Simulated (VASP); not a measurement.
# Cu (Fm-3m) in VASP: further runs

Aim: see how the results for Cu move with the level of theory and the settings. Levels: PBEsol, PBE, r2SCAN. Tasks: single point.

All numbers are computed with VASP 6.6.1; they aren't measurements. Logs are shortened: lines on timing, memory, paths and dates and some standing lists are left out, and cuts for length are marked.

## 1. The cell of the first run

It takes space group Fm-3m (No. 225, cubic). Conventional cell: a = 3.564 Å, b = 3.564 Å, c = 3.564 Å, α = 90.00°, β = 90.00°, γ = 90.00°. Within 3.3 Å of Cu (site symmetry m-3m) lie 12 Cu at 2.52 Å.

## 2. Single point, PBEsol

Input file INCAR:

```
ALGO = Normal
EDIFF = 1E-6
ENCUT = 520
GGA = PS
ISIF = 2
ISMEAR = -1
LASPH = T
LCHARG = F
LREAL = F
LWAVE = F
NBANDS = 12
NELM = 80
PREC = Accurate
SIGMA = 0.05
```

Input file KPOINTS:

```
k-points
0
Gamma
  12 12 12
```

Input file POSCAR:

```
Cu
1.0
    0.0000000000      1.7819060000      1.7819060000
    1.7819060000      0.0000000000      1.7819060000
    1.7819060000      1.7819060000      0.0000000000
Cu
1
Direct
    0.0000000000      0.0000000000      0.0000000000
```

Potentials or basis: VASP PAW PBE potentials, release 64 (Cu).

Command:

```
cat potpaw_PBE.64/Cu/POTCAR > POTCAR
mpirun -np 1 vasp_std > vasp.out
```

OUTCAR:

```text
EDIFF = 1E-6
   ENCUT = 520
   GGA = PS
   ISIF = 2
   ISMEAR = -1
   LASPH = T
   LREAL = F
   NELM = 80
   PREC = Accurate

 ion  position               nearest neighbor table
   1  0.000  0.000  0.000-

  LATTYP: Found a face centered cubic cell.
 ALAT       =     3.5638120000

  Lattice vectors:

 A1 = (   0.0000000000,   1.7819060000,   1.7819060000)
 A2 = (   1.7819060000,   0.0000000000,   1.7819060000)
 A3 = (   1.7819060000,   1.7819060000,   0.0000000000)

Analysis of symmetry for initial positions (statically):
=====================================================================
 Subroutine PRICEL returns:
 Original cell was already a primitive cell.

 Routine SETGRP: Setting up the symmetry group for a
 face centered cubic supercell.

 Subroutine GETGRP returns: Found 48 space group operations
 (whereof 48 operations were pure point group operations)
 out of a pool of 48 trial point group operations.

The static configuration has the point symmetry O_h .

Analysis of symmetry for dynamics (positions and initial velocities):
=====================================================================
 Subroutine PRICEL returns:
 Original cell was already a primitive cell.

 Routine SETGRP: Setting up the symmetry group for a
 face centered cubic supercell.

 Subroutine GETGRP returns: Found 48 space group operations
 (whereof 48 operations were pure point group operations)
 out of a pool of 48 trial point group operations.

The dynamic configuration has the point symmetry O_h .

 Subroutine INISYM returns: Found 48 space group operations
 (whereof 48 operations are pure point group operations),
 and found     1 'primitive' translations

----------------------------------------------------------------------------------------

                                     Primitive cell

  volume of cell :      11.3158

  direct lattice vectors                    reciprocal lattice vectors
     0.000000000  1.781906000  1.781906000    -0.280598415  0.280598415  0.280598415
     1.781906000  0.000000000  1.781906000     0.280598415 -0.280598415  0.280598415
     1.781906000  1.781906000  0.000000000     0.280598415  0.280598415 -0.280598415

  length of vectors
     2.519995632  2.519995632  2.519995632     0.486010712  0.486010712  0.486010712

  position of ions in fractional coordinates (direct lattice)
     0.000000000  0.000000000  0.000000000

  ion indices of the primitive-cell ions
   primitive index   ion index
                 1           1

----------------------------------------------------------------------------------------

 KPOINTS: k-points

Automatic generation of k-mesh.
 Grid dimensions read from file:
 generate k-points for:   12   12   12

 Generating k-lattice:

  Cartesian coordinates                     Fractional coordinates (reciprocal lattice)
    -0.023383201  0.023383201  0.023383201     0.083333333  0.000000000  0.000000000
     0.023383201 -0.023383201  0.023383201     0.000000000  0.083333333  0.000000000
     0.023383201  0.023383201 -0.023383201     0.000000000  0.000000000  0.083333333

  Length of vectors
     0.040500893  0.040500893  0.040500893

  Shift w.r.t. Gamma in fractional coordinates (k-lattice)
     0.000000000  0.000000000  0.000000000

 Subroutine IBZKPT returns following result:
 ===========================================

 Found     72 irreducible k-points:

 Following reciprocal coordinates:
            Coordinates               Weight
  0.000000  0.000000  0.000000      1.000000
  0.083333  0.000000  0.000000      8.000000
  0.166667  0.000000  0.000000      8.000000
  0.250000  0.000000  0.000000      8.000000
  0.333333  0.000000  0.000000      8.000000
  0.416667  0.000000  0.000000      8.000000
[... 16 lines left out ...]
  0.500000  0.166667  0.000000     24.000000
 -0.416667  0.166667  0.000000     24.000000
 [... further k-points ...]
   k-points           NKPTS =     72   k-points in BZ     NKDIM =     72   number of bands    NBANDS=     12
   number of dos      NEDOS =    301   number of ions     NIONS =      1
   total plane-waves  NPLWV =   8000
   dimension x,y,z NGX =    20 NGY =   20 NGZ =   20
   dimension x,y,z NGXF=    40 NGYF=   40 NGZF=   40
   ions per type =               1
   NGX,Y,Z   is equivalent  to a cutoff of  13.19, 13.19, 13.19 a.u.
   NGXF,Y,Z  is equivalent  to a cutoff of  26.39, 26.39, 26.39 a.u.
 SYSTEM =  unknown system
   PREC   = accura    normal or accurate (medium, high low for compatibility)
   ISTART =      0    job   : 0-new  1-cont  2-samecut
   ICHARG =      2    charge: 1-file 2-atom 10-const
   ISPIN  =      1    spin polarized calculation?
   LNONCOLLINEAR =      F non collinear calculations
   LSORBIT =      F    spin-orbit coupling
   LASPH  =      T    aspherical Exc in radial PAW
   ENCUT  =  520.0 eV  38.22 Ry    6.18 a.u.   4.69  4.69  4.69*2*pi/ulx,y,z
   NELM   =     80;   NELMIN=  2; NELMDL= -5     # of ELM steps
   EDIFF  = 0.1E-05   stopping-criterion for ELM
   LREAL  =      F    real-space projection
   EDIFFG = 0.1E-04   stopping-criterion for IOM
   NSW    =      0    number of steps for IOM
   IBRION =     -1    ionic relax: 0-MD 1-quasi-New 2-CG
   NFREE  =      0    steps in history (QN), initial steepest desc. (CG)
   ISIF   =      2    stress and relaxation
   ISYM   =      2    0-nonsym 1-usesym 2-fastsym
   POTIM  = 0.5000    time-step for ionic-motion
   TEBEG  =    0.0;   TEEND  =   0.0 temperature during run
   PSTRESS=    0.0 pullay stress
   NELECT =      11.0000    total number of electrons
   NUPDOWN=      -1.0000    fix difference up-down
   EMIN   =  10.00;   EMAX   =-10.00  energy-range for DOS
   EFERMI =   0.00;   METHOD = LEGACY
   ISMEAR =    -1;   SIGMA  =   0.05  broadening in eV -4-tet -1-fermi 0-gaus
   EFERMI_NEDOS =   21; number of points for ismear=-14 and -15
   IALGO  =     38    algorithm
   IMIX   =      4    mixing-type and parameters
     AMIX     =   0.40;   BMIX     =  1.00
     AMIX_MAG =   1.60;   BMIX_MAG =  1.00
  volume/ion in A,a.u.               =      11.32        76.36
  Fermi-wavevector in a.u.,A,eV,Ry     =   1.621726  3.064619 35.783278  2.629997
  Thomas-Fermi vector in A             =   2.715456
   LORBIT       =      0    0 simple, 1 ext, 2 COOP (PROOUT), +10 PAW based schemes
   GGA     = PS    functional components
   LHFCALC =     F    Hartree Fock is set to
   AEXX    =    0.0000 exact exchange contribution
   IVDW    =     0    specifies the selected vdW correction
   LEPSILON=     F    determine dielectric tensor
   LRPA    =     F    only Hartree local field effects (RPA)
 non-spin polarized calculation
  energy-cutoff  :      520.00
  volume of cell :       11.32
 maximum number of plane-waves:       316
   NGX =  9   NGY =  9   NGZ =  9

 number of electron      11.0000013 magnetization

 Free energy of the ion-electron system (eV)
  ---------------------------------------------------
  ext. energy  EPLUGINS =         0.00000000
  ---------------------------------------------------
  free energy    TOTEN  =        -4.30636859 eV

  energy without entropy =       -4.30388929  energy(sigma->0) =       -4.30512894

 E-fermi :   7.8583     XC(G=0): -13.1602

 val. band max:        7.7572250402   @ k =   0.4167   0.4167   0.0000
 cond. band min:       7.8719424621   @ k =   0.5000   0.3333   0.1667
 fundamental gap:      0.1147174220
 Fermi energy:         7.8583385928

 k-point     1 :       0.0000    0.0000    0.0000
  band No.  band energies     occupation
      1      -1.7803      2.00000
      2       4.7738      2.00000
      3       4.7738      2.00000
      4       4.7738      2.00000
      5       5.6628      2.00000
      6       5.6628      2.00000
      7      30.8650      0.00000
      8      33.8140      0.00000
      9      33.8140      0.00000
     10      33.8140      0.00000
     11      36.3309      0.00000
     12      36.3309      0.00000

 k-point     2 :       0.0833    0.0000    0.0000
  band No.  band energies     occupation
      1      -1.5201      2.00000
      2       4.7170      2.00000
      3       4.8231      2.00000
      4       4.8231      2.00000
      5       5.6439      2.00000
      6       5.6439      2.00000
      7      29.2468      0.00000
      8      31.8805      0.00000
      9      33.1113      0.00000
     10      33.1113      0.00000
     11      37.3787      0.00000
     12      37.3787      0.00000

 k-point     3 :       0.1667    0.0000    0.0000
  band No.  band energies     occupation
      1      -0.7617      2.00000
      2       4.5839      2.00000
      3       4.9221      2.00000
      4       4.9221      2.00000
      5       5.6338      2.00000
      6       5.6338      2.00000
      7      24.9934      0.00000
      8      31.3765      0.00000
      9      32.1223      0.00000
     10      32.1223      0.00000
     11      38.1634      0.00000
     12      38.6792      0.00000
[... 286 lines left out ...]
 k-point    23 :       0.5000    0.1667    0.0000
  band No.  band energies     occupation
      1       3.0430      2.00000
      2       4.3360      2.00000
      3       4.8470      2.00000
      4       5.0867      2.00000
      5       6.2889      2.00000
      6       8.4009      0.00004
      7      13.1443      0.00000
      8      24.0780      0.00000
      9      26.5439      0.00000
     10      28.7640      0.00000
     11      38.7648      0.00000
     12      39.1288      0.00000

 k-point    24 :      -0.4167    0.1667    0.0000
  band No.  band energies     occupation
      1       3.1032      2.00000
      2       4.3889      2.00000
      3       4.9329      2.00000
      4       5.0495      2.00000
      5       6.1628      2.00000
      6       8.9269      0.00000
      7      12.4484      0.00000
      8      23.0613      0.00000
      9      27.6082      0.00000
     10      29.1661      0.00000
     11      37.8545      0.00000
     12      38.6246      0.00000

 [... further k-points ...]
[... 5 lines left out ...]
  --------------------------------------------------------------------------------------
  -------------------------------------------------------------------------------------
  Total        0.0431757      0.0431757      0.0431757      0.0000000     -0.0000000      0.0000000
  in kB        6.1131519      6.1131519      6.1131519      0.0000000     -0.0000000      0.0000000
  external PRESSURE =       6.1131519 kB  Pullay stress =       0.0000000 kB

 VOLUME and BASIS-vectors are now :
 -----------------------------------------------------------------------------
  energy-cutoff  :      520.00
  volume of cell :       11.32
      direct lattice vectors                 reciprocal lattice vectors
     0.000000000  1.781906000  1.781906000    -0.280598415  0.280598415  0.280598415
     1.781906000  0.000000000  1.781906000     0.280598415 -0.280598415  0.280598415
     1.781906000  1.781906000  0.000000000     0.280598415  0.280598415 -0.280598415

 POSITION                                       TOTAL-FORCE (eV/Angst)
 -----------------------------------------------------------------------------------
      0.00000      0.00000      0.00000        -0.000000     -0.000000     -0.000000
 -----------------------------------------------------------------------------------
    total drift:                               -0.000000     -0.000000     -0.000000

  FREE ENERGIE OF THE ION-ELECTRON SYSTEM (eV)
  ---------------------------------------------------
  free  energy   TOTEN  =        -4.3063685932 eV

  energy  without entropy=       -4.3038892916  energy(sigma->0) =       -4.30512894
```

It took 6.1 s on 1 thread of AMD EPYC 9R45 (Zen 5), shared host; peak memory 0.09 GiB.

What came out:

```
Free energy : -4.3064 eV
Pressure    : 0.6 GPa
```

Caveat: the PAW data sets were made with another functional, which shifts forces and pressure a little.

## 3. Single point, PBE

Input file INCAR:

```
ALGO = Normal ; EDIFF = 1E-6
ENCUT = 520 ; GGA = PE
ISIF = 2 ; ISMEAR = -1
LASPH = T ; LCHARG = T
LELF = T ; LREAL = F
LVHAR = T ; LWAVE = F
NBANDS = 12 ; NELM = 60
PREC = Accurate ; SIGMA = 0.05
```

KPOINTS is that of step 2.

POSCAR is that of step 2.

Potentials or basis: VASP PAW PBE potentials, release 64 (Cu).

Command:

```
cat potpaw_PBE.64/Cu/POTCAR > POTCAR
mpirun -np 1 vasp_std > vasp.out
```

OUTCAR:

```text
EDIFF = 1E-6
   ENCUT = 520
   GGA = PE
   ISIF = 2
   ISMEAR = -1
   LASPH = T
   LREAL = F
   NELM = 60
   PREC = Accurate

 ion  position               nearest neighbor table
   1  0.000  0.000  0.000-

  LATTYP: Found a face centered cubic cell.
 ALAT       =     3.5638120000

  Lattice vectors:

 A1 = (   0.0000000000,   1.7819060000,   1.7819060000)
 A2 = (   1.7819060000,   0.0000000000,   1.7819060000)
 A3 = (   1.7819060000,   1.7819060000,   0.0000000000)

Analysis of symmetry for initial positions (statically):
=====================================================================
 Subroutine PRICEL returns:
 Original cell was already a primitive cell.

 Routine SETGRP: Setting up the symmetry group for a
 face centered cubic supercell.

 Subroutine GETGRP returns: Found 48 space group operations
 (whereof 48 operations were pure point group operations)
 out of a pool of 48 trial point group operations.

The static configuration has the point symmetry O_h .

Analysis of symmetry for dynamics (positions and initial velocities):
=====================================================================
 Subroutine PRICEL returns:
 Original cell was already a primitive cell.

[... 157 lines left out ...]
 Fermi energy:         8.0551385405

 k-point     1 :       0.0000    0.0000    0.0000
  band No.  band energies     occupation
      1      -1.5546      2.00000
      2       4.9606      2.00000
      3       4.9606      2.00000
      4       4.9606      2.00000
      5       5.8391      2.00000
      6       5.8391      2.00000
      7      31.0635      0.00000
      8      34.0436      0.00000
      9      34.0436      0.00000
     10      34.0436      0.00000
     11      36.5768      0.00000
     12      36.5768      0.00000
[... 331 lines left out ...]
 k-point    24 :      -0.4167    0.1667    0.0000
  band No.  band energies     occupation
      1       3.3047      2.00000
      2       4.5749      2.00000
      3       5.1268      2.00000
      4       5.2311      2.00000
      5       6.3408      2.00000
      6       9.1328      0.00000
      7      12.6599      0.00000
      8      23.2839      0.00000
      9      27.8471      0.00000
     10      29.3813      0.00000
     11      38.0942      0.00000
     12      38.8442      0.00000

 [... further k-points ...]
[... 5 lines left out ...]
  --------------------------------------------------------------------------------------
  -------------------------------------------------------------------------------------
  Total        0.6605003      0.6605003      0.6605003     -0.0000000      0.0000000      0.0000000
  in kB       93.5188683     93.5188683     93.5188683     -0.0000000      0.0000000      0.0000000
  external PRESSURE =      93.5188683 kB  Pullay stress =       0.0000000 kB

 VOLUME and BASIS-vectors are now :
 -----------------------------------------------------------------------------
  energy-cutoff  :      520.00
  volume of cell :       11.32
      direct lattice vectors                 reciprocal lattice vectors
     0.000000000  1.781906000  1.781906000    -0.280598415  0.280598415  0.280598415
     1.781906000  0.000000000  1.781906000     0.280598415 -0.280598415  0.280598415
     1.781906000  1.781906000  0.000000000     0.280598415  0.280598415 -0.280598415

 POSITION                                       TOTAL-FORCE (eV/Angst)
 -----------------------------------------------------------------------------------
      0.00000      0.00000      0.00000        -0.000000      0.000000      0.000000
 -----------------------------------------------------------------------------------
    total drift:                               -0.000000     -0.000000     -0.000000

  FREE ENERGIE OF THE ION-ELECTRON SYSTEM (eV)
  ---------------------------------------------------
  free  energy   TOTEN  =        -3.7064081814 eV

  energy  without entropy=       -3.7039290331  energy(sigma->0) =       -3.70516861
```

OSZICAR:

```text
N       E                     dE             d eps       ncg     rms          rms(c)
DAV:   1     0.437878639223E+02    0.43788E+02   -0.53969E+03  1924   0.154E+03
DAV:   2    -0.325055335050E+01   -0.47038E+02   -0.43424E+02  1784   0.206E+02
DAV:   3    -0.461626599695E+01   -0.13657E+01   -0.13611E+01  2036   0.410E+01
DAV:   4    -0.462458635581E+01   -0.83204E-02   -0.83195E-02  1956   0.278E+00
DAV:   5    -0.462466177881E+01   -0.75423E-04   -0.75421E-04  2084   0.272E-01    0.772E+00
DAV:   6    -0.405022373663E+01    0.57444E+00   -0.13866E+01  2064   0.712E+01    0.365E+00
DAV:   7    -0.372088133172E+01    0.32934E+00   -0.20978E+00  2076   0.276E+01    0.656E-01
DAV:   8    -0.370740958776E+01    0.13472E-01   -0.53788E-03  2236   0.738E-01    0.237E-01
DAV:   9    -0.370640507310E+01    0.10045E-02   -0.59562E-03  2236   0.135E+00    0.277E-02
DAV:  10    -0.370640997614E+01   -0.49030E-05   -0.26684E-05  2428   0.807E-02    0.994E-03
DAV:  11    -0.370640801394E+01    0.19622E-05   -0.20231E-06  1460   0.270E-02    0.247E-04
DAV:  12    -0.370640818136E+01   -0.16742E-06   -0.64667E-08  1048   0.297E-03
   1 F= -.37064082E+01 E0= -.37051686E+01  d E =-.247915E-02
```

Wall time 6.9 s (1 thread of AMD EPYC 9R45 (Zen 5), shared host); peak memory 0.1 GiB.

What came out:

```yaml
Free_energy: -3.7064 eV
Pressure: 9.4 GPa
```

Levels at points of the mesh, in eV from the Fermi level:
```tsv
k point	band 3	band 4	band 5	band 6	band 7	band 8	band 9	band 10
(0.00, 0.00, 0.00)	-3.09	-3.09	-2.22	-2.22	23.01	25.99	25.99	25.99
(0.50, 0.00, 0.00)	-3.13	-1.61	-1.61	-1.06	4.05	21.48	22.82	22.82
(0.50, 0.50, 0.00)	-1.63	-1.46	-1.46	1.54	7.49	13.49	13.49	18.09
```

## 4. Single point, r2SCAN

POSCAR is that of step 3.

Input file INCAR.step1:

```
PREC = Accurate
ENCUT = 520
ISMEAR = -1
SIGMA = 0.05
LREAL = False
LASPH = True
NELM = 80
NBANDS = 12
GGA = PE
ALGO = Normal
EDIFF = 1E-4
LWAVE = True
LCHARG = False
```

Input file INCAR.step2:

```
PREC = Accurate
ENCUT = 520
EDIFF = 1E-6
ISMEAR = -1
SIGMA = 0.05
LREAL = False
LASPH = True
NELM = 80
ALGO = Normal
ISIF = 2
LWAVE = False
LCHARG = False
METAGGA = R2SCAN
LMIXTAU = True
NBANDS = 12
ISTART = 1
```

Input file KPOINTS:

```
regular mesh
0
Gamma
  12 12 12
```

Command:

```
cat potpaw_PBE.64/Cu/POTCAR > POTCAR
cp INCAR.step1 INCAR
mpirun -np 1 vasp_std > vasp.out
cp INCAR.step2 INCAR
mpirun -np 1 vasp_std > vasp.out
```

It took 29 s on 1 thread of AMD EPYC 9R45 (Zen 5), shared host; peak memory 0.1 GiB.

The run converged. Its results:

| Property | Result |
| --- | --- |
| Free energy | -10.8231 eV |
| Pressure | 2.4 GPa |

Levels at points of the mesh, in eV from the Fermi level:
```
           k point  band 2  band 3  band 4  band 5  band 6  band 7  band 8  band 9  band 10  band 11
(0.00, 0.00, 0.00)   -3.20   -3.20   -3.20   -2.33   -2.33   23.82   27.19   27.19    27.19    29.62
(0.50, 0.00, 0.00)   -3.25   -3.25   -1.70   -1.70   -1.10    4.28   22.30   23.92    23.92    26.78
(0.50, 0.50, 0.00)   -4.74   -1.73   -1.54   -1.54    1.64    7.82   14.19   14.19    18.66    21.97
```

Caveat: the PAW data sets were made with another functional, which shifts forces and pressure a little.

## 5. Summary

| level | gap on the mesh (eV) | pressure (GPa) |
| --- | --- | --- |
| PBEsol | none | 0.6 |
| PBE | none | 9.4 |
| r2SCAN | none | 2.4 |

Alike in all rows: task single point; potentials or basis VASP PAW PBE potentials, release 64 (Cu); no spin polarisation; cell as given; k mesh 12 × 12 × 12; cutoff (eV) 520; smearing fermi-dirac 0.05 eV.

Every run on the cell as given and a fine mesh finds a metal. The pressure there spans 0.6 GPa (PBEsol) to 9.4 GPa (PBE); a positive pressure means that this level wants a larger cell, a negative one a smaller.

Caveats: the PAW data sets were made with another functional, which shifts forces and pressure a little (some runs).

Total energies depend on the potentials used, so only differences within one code and one set of settings carry meaning.
